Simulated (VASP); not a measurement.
# La (P6_3/mmc) in VASP: notebook, part 2 of 2

VASP 6.6.1. The steps go on from the part before.

## 4. Single point, PBE

The input, INCAR:

```
SYSTEM = La
ALGO = Normal ; EDIFF = 1E-7
ENCUT = 520 ; GGA = PE
ISIF = 2 ; ISMEAR = -1
LASPH = .TRUE. ; LCHARG = .TRUE.
LELF = .TRUE. ; LREAL = .FALSE.
LVHAR = .TRUE. ; LWAVE = .FALSE.
NBANDS = 18 ; NELM = 60
PREC = Accurate ; SIGMA = 0.05
```

The input, KPOINTS:

```
k-points
0
G
  12 12 7
  0 0 0
```

The input, POSCAR:

```
La
1.0
    3.5697834508      0.0000000000      0.0000000000
   -1.7848917254      3.0915231544      0.0000000000
    0.0000000000      0.0000000000      5.8643846327
La
2
Direct
    0.3333333333      0.6666666667      0.2500000000
    0.6666666667      0.3333333333      0.7500000000
```

Potentials or basis: VASP PAW PBE potentials, release 64 (La).

Started as:

```console
$ cat potpaw_PBE.64/La/POTCAR > POTCAR
$ mpirun -np 1 vasp_std > vasp.out
```

OUTCAR:

```text
SYSTEM = La
   EDIFF = 1E-7
   ENCUT = 520
   GGA = PE
   ISIF = 2
   ISMEAR = -1
   LASPH = .TRUE.
   LREAL = .FALSE.
   NELM = 60
   PREC = Accurate

 ion  position               nearest neighbor table
   1  0.333  0.667  0.250-   2 3.58   2 3.58   2 3.58   2 3.58   2 3.58   2 3.58
   2  0.667  0.333  0.750-   1 3.58   1 3.58   1 3.58   1 3.58   1 3.58   1 3.58

  LATTYP: Found a hexagonal cell.
 ALAT       =     3.5697834508
 C/A-ratio  =     1.6427844191

  Lattice vectors:

 A1 = (   3.5697834508,   0.0000000000,   0.0000000000)
 A2 = (  -1.7848917254,   3.0915231544,   0.0000000000)
 A3 = (   0.0000000000,   0.0000000000,   5.8643846327)

Analysis of symmetry for initial positions (statically):
=====================================================================
 Subroutine PRICEL returns:
 Original cell was already a primitive cell.

 Routine SETGRP: Setting up the symmetry group for a
 hexagonal supercell.

 Subroutine GETGRP returns: Found 24 space group operations
 (whereof 12 operations were pure point group operations)
 out of a pool of 24 trial point group operations.

[... 156 lines left out ...]
 Free energy of the ion-electron system (eV)
  ---------------------------------------------------
  ext. energy  EPLUGINS =         0.00000000
  ---------------------------------------------------
  free energy    TOTEN  =        -9.58757308 eV

  energy without entropy =       -9.56052491  energy(sigma->0) =       -9.57404900

 E-fermi :   9.2468     XC(G=0): -10.1350

 val. band max:        9.2353442338   @ k =   0.1667   0.0833   0.0000
 cond. band min:       9.2544331264   @ k =   0.0833   0.0833   0.4286
 fundamental gap:      0.0190888926
 Fermi energy:         9.2467641672

 k-point     1 :       0.0000    0.0000    0.0000
  band No.  band energies     occupation
      1     -23.4600      2.00000
      2     -23.1332      2.00000
      3      -8.1380      2.00000
      4      -6.3696      2.00000
      5      -6.3696      2.00000
      6      -6.1270      2.00000
[... 481 lines left out ...]
      5      -7.3048      2.00000
      6      -6.7132      2.00000
[... 10 lines left out ...]
     17      11.3039      0.00000
     18      11.4081      0.00000

 [... further k-points ...]
[... 5 lines left out ...]
  --------------------------------------------------------------------------------------
  -------------------------------------------------------------------------------------
  Total        1.8221795      1.8221795      1.8384453      0.0000000      0.0000000      0.0000000
  in kB       45.1091779     45.1091779     45.5118480      0.0000000      0.0000000      0.0000000
  external PRESSURE =      45.2434013 kB  Pullay stress =       0.0000000 kB

 VOLUME and BASIS-vectors are now :
 -----------------------------------------------------------------------------
  energy-cutoff  :      520.00
  volume of cell :       64.72
      direct lattice vectors                 reciprocal lattice vectors
     3.569783451  0.000000000  0.000000000     0.280129037  0.161732575  0.000000000
    -1.784891725  3.091523154  0.000000000     0.000000000  0.323465150  0.000000000
     0.000000000  0.000000000  5.864384633     0.000000000  0.000000000  0.170520875

 POSITION                                       TOTAL-FORCE (eV/Angst)
 -----------------------------------------------------------------------------------
     -0.00000      2.06102      1.46610        -0.000000      0.000000      0.000000
      1.78489      1.03051      4.39829         0.000000     -0.000000      0.000000
 -----------------------------------------------------------------------------------
    total drift:                               -0.000000      0.000000     -0.000000

  FREE ENERGIE OF THE ION-ELECTRON SYSTEM (eV)
  ---------------------------------------------------
  free  energy   TOTEN  =        -9.5875730823 eV

  energy  without entropy=       -9.5605249115  energy(sigma->0) =       -9.57404900
```

Wall time 98 s (1 thread of AMD EPYC 9R45 (Zen 5), shared host); peak memory 0.22 GiB.

What came out:

| Property | Result |
| --- | --- |
| Free energy | -9.5876 eV |
| Pressure | 4.5 GPa |
| Band gap on the k mesh | zero (band 11 reaches 10.33 eV, above the bottom of band 12 at 8.79 eV) |

Caveat: spin-orbit coupling is left out, which moves the levels of the heavy elements.

## 5. Single point, PBE

The input, INCAR:

```
  PREC = Accurate
  ENCUT = 520
  EDIFF = 1E-6
  ISMEAR = -1
  SIGMA = 0.05
  LREAL = F
  LASPH = T
  NELM = 100
  ALGO = Normal
  ISIF = 2
  LWAVE = F
  LCHARG = F
  GGA = PE
  NBANDS = 18
```

The input, KPOINTS:

```
regular mesh
0
Gamma
  12 12 7
```

The input, POSCAR:

```
La
1.0
    3.5714065523      0.0000000000      0.0000000000
   -1.7857032762      3.0929288015      0.0000000000
    0.0000000000      0.0000000000      5.8684857470
La
2
Direct
    0.3333333333      0.6666666667      0.2500000000
    0.6666666667      0.3333333333      0.7500000000
```

Started as:

```console
$ cat potpaw_PBE.64/La/POTCAR > POTCAR
$ mpirun -np 1 vasp_std > vasp.out
```

It took 68 s on 1 thread of AMD EPYC 9R45 (Zen 5), shared host; peak memory 0.22 GiB.

It converged, with:

* Free energy: -9.5905 eV
* Pressure: 4.5 GPa
* Band gap on the k mesh: zero (band 11 reaches 10.31 eV, above the bottom of band 12 at 8.78 eV)

Levels at points of the mesh, in eV from the Fermi level:
| k point | band 8 | band 9 | band 10 | band 11 | band 12 | band 13 | band 14 | band 15 |
| --- | --- | --- | --- | --- | --- | --- | --- | --- |
| (0.00, 0.00, 0.00) | -15.37 | -2.99 | -1.86 | 1.08 | 1.45 | 1.45 | 1.71 | 1.81 |
| (0.50, 0.00, 0.00) | -15.64 | -1.93 | -1.40 | -1.17 | 1.38 | 1.51 | 1.59 | 1.64 |

Caveat: spin-orbit coupling is left out, which moves the levels of the heavy elements.

## 6. Single point, PBE

The input, INCAR:

```
SYSTEM = La
PREC     = Accurate       ! precision mode
ENCUT    = 520            ! plane-wave cutoff, eV
EDIFF    = 1E-6           ! SCF threshold, eV
ISMEAR   = -1             ! smearing method
SIGMA    = 0.05           ! smearing width, eV
LREAL    = .FALSE.        ! projectors in reciprocal space
LASPH    = .TRUE.         ! aspherical terms in the spheres
NELM     = 60             ! most SCF steps
ALGO     = Normal         ! electronic algorithm
ISIF     = 2              ! what is computed and relaxed
LWAVE    = .FALSE.        ! write WAVECAR
LCHARG   = .TRUE.         ! write CHGCAR
GGA      = PE             ! functional
LELF     = .TRUE.         ! ELF
LVHAR    = .TRUE.       
NBANDS   = 18             ! bands
```

The input, KPOINTS:

```
Automatic mesh
0
G
  12 12 7
  0 0 0
```

The input, POSCAR:

```
La
1.0
    3.5697834557      0.0000000000      0.0000000000
   -1.7848917279      3.0915231586      0.0000000000
    0.0000000000      0.0000000000      5.8643846211
La
2
Direct
    0.3333333333      0.6666666667      0.2500000000
    0.6666666667      0.3333333333      0.7500000000
```

Potentials or basis: VASP PAW PBE potentials, release 64 (La).

Started as:

```console
$ cat potpaw_PBE.64/La/POTCAR > POTCAR
$ mpirun -np 1 vasp_std > vasp.out
```

It took 75 s on 1 thread of Intel Xeon 6975P-C (Granite Rapids), shared host; peak memory 0.24 GiB.

Results (log left out):

```yaml
Free_energy: -9.5876 eV
Pressure: 4.5 GPa
Band_gap_on_the_k_mesh: zero (band 11 reaches 10.33 eV, above the bottom of band 12 at 8.79 eV)
```

Levels at points of the mesh, in eV from the Fermi level:
```
           k point  band 7  band 8  band 9  band 10  band 11  band 12  band 13  band 14  band 15  band 16
(0.00, 0.00, 0.00)  -15.37  -15.37   -2.98    -1.87     1.08     1.45     1.45     1.71     1.81     1.89
(0.50, 0.00, 0.00)  -15.86  -15.63   -1.93    -1.40    -1.17     1.38     1.51     1.60     1.64     2.14
```

Caveat: spin-orbit coupling is left out, which moves the levels of the heavy elements.

## 7. Relaxation of cell and atoms, PBE, target pressure 4.4 GPa, at which the enthalpy is minimised

This run uses another cell than the first one, of 33.01 Å³/atom, 1.018 times its volume.

The input, INCAR:

```
PREC = Accurate
ENCUT = 600
EDIFF = 1E-6
ISMEAR = -1
SIGMA = 0.05
LREAL = False
LASPH = True
NELM = 80
ALGO = Normal
ISIF = 3
LWAVE = False
LCHARG = False
GGA = PE
IBRION = 2
NSW = 60
EDIFFG = -0.005
PSTRESS = 44.0
```

The input, KPOINTS:

```
Automatic mesh
0
Gamma
  12 12 7
```

The input, POSCAR:

```
La
1.0
    3.6101933953      0.0000000000      0.0000000000
   -1.8050966977      3.1265191929      0.0000000000
    0.0000000000      0.0000000000      5.8485133004
La
2
Direct
    0.3333333333      0.6666666667      0.2500000000
    0.6666666667      0.3333333333      0.7500000000
```

Started as:

```console
$ cat potpaw_PBE.64/La/POTCAR > POTCAR
$ mpirun -np 1 vasp_std > vasp.out
```

Run time: 8.4 min. Hardware: 1 thread of Oxide Virtual Turin-like, shared host; peak memory 0.25 GiB.

It converged, with:

```
Free energy                                            : -9.5953 eV
Relaxed volume                                         : 32.47 Å³/atom
Relaxed cell                                           : a = 3.573 Å, b = 3.573 Å, c = 5.874 Å, α = 90.00°, β = 90.00°, γ = 120.00°
Space group after relaxing (to 0.05 Å)                 : P6_3/mmc (No. 194)
Energy change on relaxing (the enthalpy is what falls) : +13.6 meV/atom
Ionic steps                                            : 9
Pressure after relaxing                                : 4.4 GPa
Band gap on the k mesh                                 : zero (band 11 reaches 10.29 eV, above the bottom of band 12 at 8.76 eV)
```

Step by step:
```
step  energy change (eV)  largest force (eV/Å)  pressure (GPa)  volume (Å³)
   1              0.0000                0.0000            3.94        66.01
   2              0.0231                0.0000            4.38        65.11
   3              0.0272                0.0000            4.45        64.96
   4              0.0284                0.0000            4.46        64.91
   5              0.0278                0.0000            4.44        64.92
   6              0.0275                0.0000            4.43        64.93
   7              0.0272                0.0000            4.40        64.94
   8              0.0273                0.0000            4.42        64.93
   9              0.0272                0.0000            4.41        64.93
```

Final structure:
```xyz
2
Lattice="3.5729 0.0000 0.0000 -1.7864 3.0942 0.0000 0.0000 0.0000 5.8737" Properties=species:S:1:pos:R:3 pbc="T T T"
La    0.0000    2.0628    1.4684
La    1.7864    1.0314    4.4053
```

Levels at points of the mesh, in eV from the Fermi level:
```csv
k point,band 7,band 8,band 9,band 10,band 11,band 12,band 13,band 14,band 15
"(0.00, 0.00, 0.00)",-15.38,-15.38,-2.99,-1.86,1.08,1.45,1.45,1.71,1.80
"(0.50, 0.00, 0.00)",-15.87,-15.64,-1.92,-1.40,-1.17,1.38,1.50,1.59,1.64
```

Caveat: the cell is relaxed towards a set pressure, so the enthalpy falls and the energy may rise; spin-orbit coupling is left out, which moves the levels of the heavy elements.

## 8. The runs side by side

| task | cell | cutoff (eV) | gap on the mesh (eV) | pressure (GPa) |
| --- | --- | --- | --- | --- |
| single point | a = 3.571, b = 3.571, c = 5.868 Å, angles 90.0, 90.0, 120.0°, 2 atoms | 520 | none | 4.5 |
| relaxation of cell and atoms | relaxed to 4.4 GPa from a = 3.570, b = 3.570, c = 5.864 Å, angles 90.0, 90.0, 120.0°, 2 atoms | 600 | none | 4.4 |
| single point | a = 3.570, b = 3.570, c = 5.864 Å, angles 90.0, 90.0, 120.0°, 2 atoms | 520 | none | 4.5 |
| relaxation of cell and atoms | relaxed to 4.4 GPa from a = 3.610, b = 3.610, c = 5.849 Å, angles 90.0, 90.0, 120.0°, 2 atoms | 600 | none | 4.4 |

Alike in all rows: level PBE; potentials or basis VASP PAW PBE potentials, release 64 (La); no spin polarisation; k mesh 12 × 12 × 7; smearing fermi-dirac 0.05 eV.

Caveats: spin-orbit coupling is left out, which moves the levels of the heavy elements; the cell is relaxed towards a set pressure, so the enthalpy falls and the energy may rise (some runs).

Total energies depend on the potentials used, so only differences within one code and one set of settings carry meaning.
